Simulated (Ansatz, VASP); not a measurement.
## One calculation of NaF, two programs

The input INCAR:

```
SYSTEM = NaF
PREC = Accurate
ENCUT = 520
EDIFF = 1E-6
ISMEAR = 0
SIGMA = 0.02
LREAL = .False.
LASPH = .True.
NELM = 80
ALGO = Normal
ISIF = 2
LWAVE = .False.
LCHARG = .True.
GGA = PS
LELF = .True.
LVHAR = .True.
NBANDS = 14
```

The input KPOINTS:

```
Automatic mesh
0
Gamma
  8 8 8
  0 0 0
```

Contents of POSCAR:

```
NaF
1.0
    0.0000000000      2.2185240789      2.2185240789
    2.2185240789      0.0000000000      2.2185240789
    2.2185240789      2.2185240789      0.0000000000
Na F
1 1
Direct
    0.0000000000      0.0000000000      0.0000000000
    0.5000000000      0.5000000000      0.5000000000
```

Input for Ansatz:

```yaml
crystal:
  lattice:
    - [0.0, 2.2185240789, 2.2185240789]
    - [2.2185240789, 0.0, 2.2185240789]
    - [2.2185240789, 2.2185240789, 0.0]
  atoms:
    - { symbol: Na, position: [0.0, 0.0, 0.0] }
    - { symbol: F, position: [0.5, 0.5, 0.5] }
basis:
  ecutwfc: 420
kpoints:
  mp_grid: { grid: [8, 8, 8] }
hamiltonian:
  xc: pbesol
scf:
  occupations: { method: gaussian, width: 0.02 }
output:
  forces: true
  stress: true
  eigenvalues: true
```

Alike in both runs: task single point; functional PBEsol; k mesh 8 × 8 × 8; occupations gaussian, width 0.02 eV; no spin polarisation.

|  | VASP | Ansatz |
| --- | --- | --- |
| version | VASP 6.6.1 | Ansatz 0.2.0 |
| potentials or method | VASP PAW PBE potentials, release 64 (Na_pv, F), cutoff 520 eV | scalar-relativistic, plane waves, PAW |
| valence electrons in the cell | 14 | 16 |

```csv
,VASP,Ansatz,Ansatz less VASP
gap on the k mesh at the Fermi level (eV),6.90,6.92,+0.024
least direct gap on the mesh (eV),6.90,6.92,+0.024
pressure (GPa),8.4,8.3,-0.15
```

VASP's potentials were made for PBE, not for PBEsol. VASP's potentials hold 14 valence electrons a cell and Ansatz's 16, so a difference there can come from the potentials and not from the codes.
